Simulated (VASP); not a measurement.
# HfO2 (R-3m) in VASP: a series of runs

The runs below take HfO2 through single point, with PBEsol.

All numbers are computed with VASP 6.6.1; they aren't measurements. Logs are shortened: lines on timing, memory, paths and dates and some standing lists are left out, and cuts for length are marked.

**1. The cell of the first run**

It takes space group R-3m (No. 166, trigonal). Conventional cell: a = 3.713 Å, b = 3.713 Å, c = 8.062 Å, α = 90.00°, β = 90.00°, γ = 120.00°. Within 2.7 Å of Hf (site symmetry -3m) lie 8 O at 2.02 to 2.25 Å. Within 2.7 Å of O (site symmetry 3m) lie 4 Hf at 2.02 to 2.25 Å and 6 O at 2.53 Å.

**2. Single point, PBEsol**

INCAR reads:

```
SYSTEM = HfO2
PREC     = Accurate       ! precision mode
ENCUT    = 520            ! plane-wave cutoff, eV
EDIFF    = 1E-6           ! SCF threshold, eV
ISMEAR   = 0              ! smearing method
SIGMA    = 0.05           ! smearing width, eV
LREAL    = .False.        ! projectors in reciprocal space
LASPH    = .True.         ! aspherical terms in the spheres
NELM     = 100            ! most SCF steps
ALGO     = Normal         ! electronic algorithm
ISIF     = 2              ! what is computed and relaxed
LWAVE    = .False.        ! write WAVECAR
LCHARG   = .False.        ! write CHGCAR
GGA      = PS             ! functional
NBANDS   = 18             ! bands
```

KPOINTS reads:

```
Automatic mesh
0
Gamma
  8 8 8
  0 0 0
```

POSCAR reads:

```
HfO2
1.0
   -0.1988385150      2.4266700455      2.4266700455
    2.4266700455     -0.1988385150      2.4266700455
    2.4266700455      2.4266700455     -0.1988385150
Hf O
1 2
Direct
    0.0000000000      0.0000000000      0.0000000000
    0.2500000000      0.2500000000      0.2500000000
    0.7500000000      0.7500000000      0.7500000000
```

Potentials or basis: VASP PAW PBE potentials, release 64 (Hf_pv, O).

The run is started by

```sh
$ cat potpaw_PBE.64/Hf_pv/POTCAR potpaw_PBE.64/O/POTCAR > POTCAR
$ mpirun -np 1 vasp_std > vasp.out
```

OUTCAR:

```text
SYSTEM = HfO2
   PREC = Accurate
   ENCUT = 520
   EDIFF = 1E-6
   ISMEAR = 0
   LREAL = .False.
   LASPH = .True.
   NELM = 100
   ISIF = 2
   GGA = PS

 ion  position               nearest neighbor table
   1  0.000  0.000  0.000-   2 2.02   3 2.02   3 2.25   3 2.25   3 2.25   2 2.25   2 2.25   2 2.25

   2  0.250  0.250  0.250-   1 2.02   1 2.25   1 2.25   1 2.25
   3  0.750  0.750  0.750-   1 2.02   1 2.25   1 2.25   1 2.25

  LATTYP: Found a trigonal (rhomboedric) cell.
 ALAT       =     3.4375851661
 COS(alpha) =     0.4166624355

  Lattice vectors:

 A1 = (  -0.1988385150,   2.4266700455,   2.4266700455)
 A2 = (   2.4266700455,  -0.1988385150,   2.4266700455)
 A3 = (   2.4266700455,   2.4266700455,  -0.1988385150)

Analysis of symmetry for initial positions (statically):
=====================================================================
 Subroutine PRICEL returns:
 Original cell was already a primitive cell.

 Routine SETGRP: Setting up the symmetry group for a
 trigonal (rhombohedral) supercell.

 Subroutine GETGRP returns: Found 12 space group operations
 (whereof 12 operations were pure point group operations)
 out of a pool of 12 trial point group operations.

The static configuration has the point symmetry D_3d.

Analysis of symmetry for dynamics (positions and initial velocities):
=====================================================================
 Subroutine PRICEL returns:
 Original cell was already a primitive cell.

 Routine SETGRP: Setting up the symmetry group for a
 trigonal (rhombohedral) supercell.

 Subroutine GETGRP returns: Found 12 space group operations
 (whereof 12 operations were pure point group operations)
 out of a pool of 12 trial point group operations.

The dynamic configuration has the point symmetry D_3d.

 Subroutine INISYM returns: Found 12 space group operations
 (whereof 12 operations are pure point group operations),
 and found     1 'primitive' translations

----------------------------------------------------------------------------------------

                                     Primitive cell

  volume of cell :      32.0849

  direct lattice vectors                    reciprocal lattice vectors
    -0.198838515  2.426670045  2.426670045    -0.182303802  0.198574789  0.198574789
     2.426670045 -0.198838515  2.426670045     0.198574789 -0.182303802  0.198574789
     2.426670045  2.426670045 -0.198838515     0.198574789  0.198574789 -0.182303802

  length of vectors
     3.437585166  3.437585166  3.437585166     0.334811245  0.334811245  0.334811245

  position of ions in fractional coordinates (direct lattice)
     0.000000000  0.000000000  0.000000000
     0.250000000  0.250000000  0.250000000
     0.750000000  0.750000000  0.750000000

  ion indices of the primitive-cell ions
   primitive index   ion index
                 1           1
                 2           2
                 3           3

----------------------------------------------------------------------------------------

 KPOINTS: Automatic mesh

Automatic generation of k-mesh.
 Grid dimensions read from file:
 generate k-points for:    8    8    8

 Generating k-lattice:

  Cartesian coordinates                     Fractional coordinates (reciprocal lattice)
    -0.022787975  0.024821849  0.024821849     0.125000000 -0.000000000 -0.000000000
     0.024821849 -0.022787975  0.024821849    -0.000000000  0.125000000 -0.000000000
     0.024821849  0.024821849 -0.022787975    -0.000000000 -0.000000000  0.125000000

  Length of vectors
     0.041851406  0.041851406  0.041851406

  Shift w.r.t. Gamma in fractional coordinates (k-lattice)
     0.000000000  0.000000000  0.000000000

 Subroutine IBZKPT returns following result:
 ===========================================

 Found     65 irreducible k-points:

 Following reciprocal coordinates:
            Coordinates               Weight
  0.000000  0.000000  0.000000      1.000000
  0.125000 -0.000000 -0.000000      6.000000
  0.250000 -0.000000 -0.000000      6.000000
  0.375000 -0.000000 -0.000000      6.000000
  0.500000 -0.000000 -0.000000      3.000000
  0.125000  0.125000 -0.000000      6.000000
[... 16 lines left out ...]
  0.250000  0.125000  0.125000      6.000000
  0.375000  0.125000  0.125000      6.000000
 [... further k-points ...]
   k-points           NKPTS =     65   k-points in BZ     NKDIM =     65   number of bands    NBANDS=     18
   number of dos      NEDOS =    301   number of ions     NIONS =      3
   total plane-waves  NPLWV =  21952
   dimension x,y,z NGX =    28 NGY =   28 NGZ =   28
   dimension x,y,z NGXF=    56 NGYF=   56 NGZF=   56
   ions per type =               1   2
   NGX,Y,Z   is equivalent  to a cutoff of  13.54, 13.54, 13.54 a.u.
   NGXF,Y,Z  is equivalent  to a cutoff of  27.08, 27.08, 27.08 a.u.
 SYSTEM =  HfO2
   PREC   = accura    normal or accurate (medium, high low for compatibility)
   ISTART =      0    job   : 0-new  1-cont  2-samecut
   ICHARG =      2    charge: 1-file 2-atom 10-const
   ISPIN  =      1    spin polarized calculation?
   LNONCOLLINEAR =      F non collinear calculations
   LSORBIT =      F    spin-orbit coupling
   LASPH  =      T    aspherical Exc in radial PAW
   ENCUT  =  520.0 eV  38.22 Ry    6.18 a.u.   6.39  6.39  6.39*2*pi/ulx,y,z
   NELM   =    100;   NELMIN=  2; NELMDL= -5     # of ELM steps
   EDIFF  = 0.1E-05   stopping-criterion for ELM
   LREAL  =      F    real-space projection
   EDIFFG = 0.1E-04   stopping-criterion for IOM
   NSW    =      0    number of steps for IOM
   IBRION =     -1    ionic relax: 0-MD 1-quasi-New 2-CG
   NFREE  =      0    steps in history (QN), initial steepest desc. (CG)
   ISIF   =      2    stress and relaxation
   ISYM   =      2    0-nonsym 1-usesym 2-fastsym
   POTIM  = 0.5000    time-step for ionic-motion
   TEBEG  =    0.0;   TEEND  =   0.0 temperature during run
   PSTRESS=    0.0 pullay stress
   NELECT =      22.0000    total number of electrons
   NUPDOWN=      -1.0000    fix difference up-down
   EMIN   =  10.00;   EMAX   =-10.00  energy-range for DOS
   EFERMI =   0.00;   METHOD = LEGACY
   ISMEAR =     0;   SIGMA  =   0.05  broadening in eV -4-tet -1-fermi 0-gaus
   EFERMI_NEDOS =   21; number of points for ismear=-14 and -15
   IALGO  =     38    algorithm
   IMIX   =      4    mixing-type and parameters
     AMIX     =   0.40;   BMIX     =  1.00
     AMIX_MAG =   1.60;   BMIX_MAG =  1.00
  volume/ion in A,a.u.               =      10.69        72.17
  Fermi-wavevector in a.u.,A,eV,Ry     =   1.443607  2.728022 28.354565  2.084002
  Thomas-Fermi vector in A             =   2.561996
   LORBIT       =      0    0 simple, 1 ext, 2 COOP (PROOUT), +10 PAW based schemes
   GGA     = PS    functional components
   LHFCALC =     F    Hartree Fock is set to
   AEXX    =    0.0000 exact exchange contribution
   IVDW    =     0    specifies the selected vdW correction
   LEPSILON=     F    determine dielectric tensor
   LRPA    =     F    only Hartree local field effects (RPA)
 non-spin polarized calculation
 Gauss-broadening in eV      SIGMA  =   0.05
  energy-cutoff  :      520.00
  volume of cell :       32.08
 maximum number of plane-waves:       874
 NGX is ok and might be reduce to    28
   NGX = 13   NGY = 13   NGZ = 13

 number of electron      22.0000000 magnetization

 Free energy of the ion-electron system (eV)
  ---------------------------------------------------
  ext. energy  EPLUGINS =         0.00000000
  ---------------------------------------------------
  free energy    TOTEN  =       -31.38350369 eV

  energy without entropy =      -31.38350369  energy(sigma->0) =      -31.38350369

 E-fermi :   4.4149     XC(G=0): -12.1787

 val. band max:        4.1741647268   @ k =   0.5000   0.5000  -0.0000
 cond. band min:       8.0417035159   @ k =   0.5000   0.5000  -0.0000
 fundamental gap:      3.8675387891
 Fermi energy:         4.4149207278

 k-point     1 :       0.0000    0.0000    0.0000
  band No.  band energies     occupation
      1     -25.3057      2.00000
      2     -25.2714      2.00000
      3     -25.2714      2.00000
      4     -14.5834      2.00000
      5     -11.3475      2.00000
      6      -1.3831      2.00000
[... 10 lines left out ...]
     17      16.0008      0.00000
     18      17.3788      0.00000

 k-point     2 :       0.1250   -0.0000   -0.0000
  band No.  band energies     occupation
      1     -25.3622      2.00000
      2     -25.2948      2.00000
      3     -25.2750      2.00000
      4     -14.3858      2.00000
      5     -11.5075      2.00000
      6      -1.2466      2.00000
[... 10 lines left out ...]
     17      15.3164      0.00000
     18      17.7663      0.00000

 k-point     3 :       0.2500   -0.0000   -0.0000
  band No.  band energies     occupation
      1     -25.5350      2.00000
      2     -25.3075      2.00000
      3     -25.2836      2.00000
      4     -13.9177      2.00000
      5     -11.8357      2.00000
      6      -0.9014      2.00000
[... 10 lines left out ...]
     17      14.6599      0.00000
     18      17.4486      0.00000

 k-point     4 :       0.3750   -0.0000   -0.0000
  band No.  band energies     occupation
      1     -25.7011      2.00000
      2     -25.3176      2.00000
      3     -25.2922      2.00000
      4     -13.4955      2.00000
      5     -12.0542      2.00000
      6      -0.5361      2.00000
[... 10 lines left out ...]
     17      14.1903      0.00000
     18      17.1062      0.00000

 k-point     5 :       0.5000   -0.0000   -0.0000
  band No.  band energies     occupation
      1     -25.7676      2.00000
      2     -25.3216      2.00000
      3     -25.2958      2.00000
      4     -13.3580      2.00000
      5     -12.0892      2.00000
      6      -0.3815      2.00000
[... 10 lines left out ...]
     17      14.2360      0.00000
     18      17.2401      0.00000

 k-point     6 :       0.1250    0.1250   -0.0000
  band No.  band energies     occupation
      1     -25.3866      2.00000
      2     -25.2956      2.00000
      3     -25.2926      2.00000
      4     -14.2748      2.00000
      5     -11.6037      2.00000
      6      -1.1942      2.00000
[... 10 lines left out ...]
     17      15.2454      0.00000
     18      17.8358      0.00000

 k-point     7 :       0.2500    0.1250   -0.0000
  band No.  band energies     occupation
      1     -25.5249      2.00000
      2     -25.3139      2.00000
      3     -25.3022      2.00000
      4     -13.8536      2.00000
      5     -11.9036      2.00000
      6      -0.9051      2.00000
[... 10 lines left out ...]
     17      14.9286      0.00000
     18      17.6269      0.00000

 k-point     8 :       0.3750    0.1250   -0.0000
  band No.  band energies     occupation
      1     -25.6815      2.00000
      2     -25.3332      2.00000
      3     -25.3120      2.00000
      4     -13.3969      2.00000
      5     -12.1493      2.00000
      6      -0.5932      2.00000
[... 10 lines left out ...]
     17      14.7597      0.00000
     18      17.1528      0.00000
[... 229 lines left out ...]
     17      16.5457      0.00000
     18      17.9042      0.00000

 k-point    20 :      -0.3750    0.3750    0.0000
  band No.  band energies     occupation
      1     -25.7617      2.00000
      2     -25.5028      2.00000
      3     -25.3414      2.00000
      4     -12.8463      2.00000
      5     -12.2226      2.00000
      6      -1.8511      2.00000
[... 10 lines left out ...]
     17      16.9229      0.00000
     18      17.9005      0.00000

 k-point    21 :       0.5000    0.5000   -0.0000
  band No.  band energies     occupation
      1     -25.8564      2.00000
      2     -25.4347      2.00000
      3     -25.3583      2.00000
      4     -12.8323      2.00000
      5     -12.1764      2.00000
      6      -2.4279      2.00000
[... 10 lines left out ...]
     17      17.1147      0.00000
     18      17.9094      0.00000

 k-point    22 :       0.1250    0.1250    0.1250
  band No.  band energies     occupation
      1     -25.4057      2.00000
      2     -25.2859      2.00000
      3     -25.2859      2.00000
      4     -14.2621      2.00000
      5     -11.6334      2.00000
      6      -1.1680      2.00000
[... 10 lines left out ...]
     17      15.8004      0.00000
     18      17.9732      0.00000

 k-point    23 :       0.2500    0.1250    0.1250
  band No.  band energies     occupation
      1     -25.5183      2.00000
      2     -25.3131      2.00000
      3     -25.2852      2.00000
      4     -13.9055      2.00000
      5     -11.9013      2.00000
      6      -0.9232      2.00000
[... 10 lines left out ...]
     17      15.5368      0.00000
     18      17.5837      0.00000

 k-point    24 :       0.3750    0.1250    0.1250
  band No.  band energies     occupation
      1     -25.6652      2.00000
      2     -25.3445      2.00000
      3     -25.2938      2.00000
      4     -13.4117      2.00000
      5     -12.1995      2.00000
      6      -0.6386      2.00000
[... 10 lines left out ...]
     17      15.3363      0.00000
     18      17.0993      0.00000

 [... further k-points ...]

------------------------ aborting loop because EDIFF is reached ----------------------------------------

  FORCE on cell =-STRESS in cart. coord.  units (eV):
  Direction    XX          YY          ZZ          XY          YZ          ZX
  --------------------------------------------------------------------------------------
  -------------------------------------------------------------------------------------
  Total        0.3556519      0.3556519      0.3556519      2.3617728      2.3617728      2.3617728
  in kB       17.7597012     17.7597012     17.7597012    117.9366087    117.9366087    117.9366087
  external PRESSURE =      17.7597012 kB  Pullay stress =       0.0000000 kB

 VOLUME and BASIS-vectors are now :
 -----------------------------------------------------------------------------
  energy-cutoff  :      520.00
  volume of cell :       32.08
      direct lattice vectors                 reciprocal lattice vectors
    -0.198838515  2.426670045  2.426670045    -0.182303802  0.198574789  0.198574789
     2.426670045 -0.198838515  2.426670045     0.198574789 -0.182303802  0.198574789
     2.426670045  2.426670045 -0.198838515     0.198574789  0.198574789 -0.182303802

 POSITION                                       TOTAL-FORCE (eV/Angst)
 -----------------------------------------------------------------------------------
      0.00000      0.00000      0.00000         0.000000      0.000000      0.000000
      1.16363      1.16363      1.16363         0.965383      0.965383      0.965383
      3.49088      3.49088      3.49088        -0.965383     -0.965383     -0.965383
 -----------------------------------------------------------------------------------
    total drift:                                0.000000      0.000000      0.000000

  FREE ENERGIE OF THE ION-ELECTRON SYSTEM (eV)
  ---------------------------------------------------
  free  energy   TOTEN  =       -31.3835036864 eV

  energy  without entropy=      -31.3835036864  energy(sigma->0) =      -31.38350369
```

It took 31 s on 1 thread of AMD EPYC 7R43 (Zen 3), shared host; peak memory 0.14 GiB.

Results:

```
Free energy            : -31.3835 eV
Pressure               : 1.8 GPa
Largest force          : 1.672 eV/Å
Band gap on the k mesh : 3.87 eV, direct
```

Forces on the atoms (eV/Å):
```
Hf   0.000  0.000  0.000
O    0.965  0.965  0.965
O   -0.965 -0.965 -0.965
```

Levels at points of the mesh, in eV from the valence-band top:
| k point | band 9 | band 10 | band 11 | band 12 | band 13 | band 14 |
| --- | --- | --- | --- | --- | --- | --- |
| (0.00, 0.00, 0.00) | -0.58 | -0.58 | -0.57 | 3.98 | 3.98 | 5.76 |
| (0.50, 0.00, 0.00) | -2.85 | -1.99 | -1.47 | 4.27 | 5.10 | 6.77 |
| (0.50, 0.50, 0.00) | -2.10 | -1.13 | 0.00 | 3.87 | 5.78 | 6.39 |
| (0.50, 0.50, 0.50) | -2.45 | -2.00 | -2.00 | 5.06 | 5.06 | 8.18 |

Caveat: the PAW data sets were made with another functional, which shifts forces and pressure a little; spin-orbit coupling is left out, which moves the levels of the heavy elements.

[end of part 1 of 3]
